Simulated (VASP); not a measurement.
**CuI: single point with PBE**

Crystal: CuI.

```xyz
2
Lattice="0.0000 2.8494 2.9663 2.9663 0.0000 2.9663 2.9663 2.8494 0.0000" Properties=species:S:1:pos:R:3 pbc="T T T"
Cu    4.4495    4.2741    4.4495
I     0.0000    0.0000    0.0000
```

This cell differs from its parent crystal: volume 25.072 Å^3 an atom, c/a of the conventional cell 0.9606.

| Quantity | Value |
| --- | --- |
| Program | VASP 6.6.1 |
| Task | single point |
| Functional | PBE |
| Potentials or basis | VASP PAW PBE potentials, release 64 (Cu, I) |
| Cutoff | 520 eV |
| k mesh | 8 × 8 × 8 |
| Occupations | gaussian, width 0.05 eV |
| Spin | no spin polarisation |

```yaml
Pressure: 5.9 GPa
Band_gap_on_the_k_mesh: 1.40 eV, direct
```

Stress tensor (GPa, compression positive):
```
5.76 0.00 0.00
0.00 6.30 0.00
0.00 0.00 5.76
```

Levels at points of the mesh, in eV from the valence-band top:
```
           k point  band 6  band 7  band 8  band 9  band 10  band 11  band 12  band 13
(0.00, 0.00, 0.00)   -2.35   -0.07   -0.07    0.00     1.40     4.69     4.69     4.76
(0.50, 0.00, 0.00)   -2.33   -2.28   -0.98   -0.89     2.19     5.13     5.47     7.49
(0.50, 0.50, 0.00)   -2.32   -2.25   -1.98   -1.89     2.51     2.89     9.78    10.07
(0.50, 0.00, 0.50)   -2.27   -2.25   -1.95   -1.95     2.32     2.58    10.14    10.25
```

Wall time 20 s on 1 thread of Intel(R) Xeon(R) 6975P-C (Granite Rapids), with other jobs on the host, peak memory 0.2 GiB.

Caveat: spin-orbit coupling is left out, which moves the levels of the heavy elements.
